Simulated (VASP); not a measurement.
Input of a VASP 6.6.1 run:

POSCAR

```
AlP
1.0
    0.0000000000      2.7320000000      2.7320000000
    2.7320000000      0.0000000000      2.7320000000
    2.7320000000      2.7320000000      0.0000000000
Al P
1 1
Direct
    0.0000000000      0.0000000000      0.0000000000
    0.2500000000      0.2500000000      0.2500000000
```

The input INCAR.step1:

```
ALGO = Normal ; EDIFF = 1E-5
EDIFFG = -0.005 ; ENCUT = 550
GGA = PE ; GGA_COMPAT = False
IBRION = 2 ; ISIF = 3
ISMEAR = 0 ; LASPH = True
LCHARG = False ; LREAL = False
LWAVE = True ; NELM = 120
NELMIN = 4 ; NSW = 100
PREC = Accurate ; SIGMA = 0.02
```

INCAR.step2

```
ALGO = Normal ; EDIFF = 1E-7
EDIFFG = -0.002 ; ENCUT = 550
GGA_COMPAT = False ; IBRION = 2
ISIF = 3 ; ISMEAR = 0
ISTART = 1 ; LASPH = True
LCHARG = False ; LMIXTAU = True
LREAL = False ; LWAVE = False
METAGGA = R2SCAN ; NELM = 120
NELMIN = 4 ; NSW = 100
PREC = Accurate ; SIGMA = 0.02
```

KPOINTS

```
k-points
0
Gamma
  8 8 8
```

Potentials or basis: VASP PAW PBE potentials, release 64 (Al, P).

Run with:

```bash
$ cat potpaw_PBE.64/Al/POTCAR potpaw_PBE.64/P/POTCAR > POTCAR
$ cp INCAR.step1 INCAR
$ mpirun -np 1 vasp_std > vasp.out
$ cp INCAR.step2 INCAR
$ mpirun -np 1 vasp_std > vasp.out
```

Q: Estimate the band gap on the k mesh.

A: 1.92 eV, indirect (least direct gap 3.94 eV).

Q: What does it give for the relaxed volume?

A: 20.49 Å³/atom.

Q: Predict the space group after relaxing (to 0.05 Å).

A: F-43m (No. 216).

Q: What does it give for the relaxed cell?

A: a = 3.870 Å, b = 3.870 Å, c = 3.870 Å, α = 60.00°, β = 60.00°, γ = 60.00°.

The path:
```csv
step,energy change (eV),largest force (eV/Å),pressure (GPa),volume (Å³)
1,0.0000,0.0000,0.43,40.78
2,-0.0001,0.0000,-0.29,41.11
3,-0.0002,0.0000,0.02,40.96
4,-0.0002,0.0000,0.00,40.97
```

Caveat: the PAW data sets were made with another functional, which shifts forces and pressure a little. r2SCAN opens gaps a little over a GGA but as a rule still falls short of measured ones.
